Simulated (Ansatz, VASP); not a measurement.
## Sn2F in VASP and in Ansatz

The input INCAR:

```
SYSTEM = Sn2F
ALGO = Normal
EDIFF = 1E-6
EDIFFG = -0.04
ENCUT = 600
GGA = PE
IBRION = 2
ISIF = 3
ISMEAR = 0
LASPH = .TRUE.
LCHARG = .FALSE.
LREAL = .FALSE.
LWAVE = .FALSE.
NELM = 60
NSW = 90
PREC = Accurate
SIGMA = 0.1
```

The input KPOINTS:

```
k-points
0
G
  6 6 6
  0 0 0
```

File POSCAR:

```
Sn2F
1.0
    5.1486561246      0.0000000000      0.0000000000
   -2.5743280623      4.4588669992      0.0000000000
    0.0000000000      0.0000000000      2.9075884197
Sn F
2 1
Direct
    0.3333333333      0.6666666667      0.0000000000
    0.6666666667      0.3333333333      0.0000000000
    0.0000000000      0.0000000000      0.0000000000
```

Input for Ansatz:

```yaml
crystal:
  lattice:
    - [5.1486561246, 0.0, 0.0]
    - [-2.5743280623, 4.4588669992, 0.0]
    - [0.0, 0.0, 2.9075884197]
  atoms:
    - { symbol: Sn, position: [0.3333333333, 0.6666666667, 0.0] }
    - { symbol: Sn, position: [0.6666666667, 0.3333333333, 0.0] }
    - { symbol: F, position: [0.0, 0.0, 0.0] }
basis:
  ecutwfc: 420
kpoints:
  mp_grid: { grid: [6, 6, 6] }
hamiltonian:
  xc: pbe
scf:
  occupations: { method: gaussian, width: 0.1 }
  lower_state_search: "off"
output:
  forces: true
  stress: true
  eigenvalues: true
relax:
  adjacent_minimum: "off"
  f_tol: 0.04
  max_steps: 70
  cell: { stress_tol: 0.4 }
```

Alike in both runs: task relaxation of cell and atoms; functional PBE; k mesh 6 × 6 × 6; occupations gaussian, width 0.1 eV; no spin polarisation.

|  | VASP | Ansatz |
| --- | --- | --- |
| version | VASP 6.6.1 | Ansatz 0.2.0 |
| potentials or method | VASP PAW PBE potentials, release 64 (Sn_d, F), cutoff 600 eV | scalar-relativistic, plane waves, PAW |
| valence electrons in the cell | 35 | 35 |

Ansatz gave:

* gap on the k mesh at the Fermi level, each at its own relaxed structure (eV): none
* relaxed volume (Å³/atom): 22.87
* relaxed length of the cell vector where the two differ most in proportion (Å): 3.168

Question: Estimate VASP's values.

Answer: gap on the k mesh at the Fermi level, each at its own relaxed structure (eV): none; relaxed volume (Å³/atom): 22.89; relaxed length of the cell vector where the two differ most in proportion (Å): 3.171.

A gap of «none» marks a metal or a gap that the smearing closes.

The k mesh is coarse, so the values compare programs but aren't converged.
